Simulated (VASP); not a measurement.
Runs of VASP 6.6.1 on As3Pt. The structure is that of space group Pm-3m (No. 221), or close to it. The cells are those of the table. 

```tsv
task	cell	k mesh	cutoff (eV)	gap on the mesh (eV)	pressure (GPa)
relaxation of cell and atoms	relaxed from a = 4.233 Å, 4 atoms	4 × 4 × 4	600	none	-0.1
single point	a = 4.140 Å, 4 atoms	12 × 12 × 12	520	none	-0.1
single point	a = 4.125 Å, 4 atoms	4 × 4 × 4	520	none	(a)
single point	a = 4.233 Å, 4 atoms	4 × 4 × 4	520	none	-7.9
```

Alike in all rows: level r2SCAN; potentials or basis VASP PAW PBE potentials, release 64 (As, Pt); no spin polarisation; smearing gaussian 0.1 eV.

**Question.** Fill in the values left out.

**Answer.** (a) 0.1.

Caveats: some runs use coarse meshes; the PAW data sets were made with another functional, which shifts forces and pressure a little; spin-orbit coupling is left out, which moves the levels of the heavy elements.

A k mesh can miss the band edges, and the runs leave out spin-orbit coupling on As, Pt.

A gap of «none» marks levels without a gap at the run's occupations.
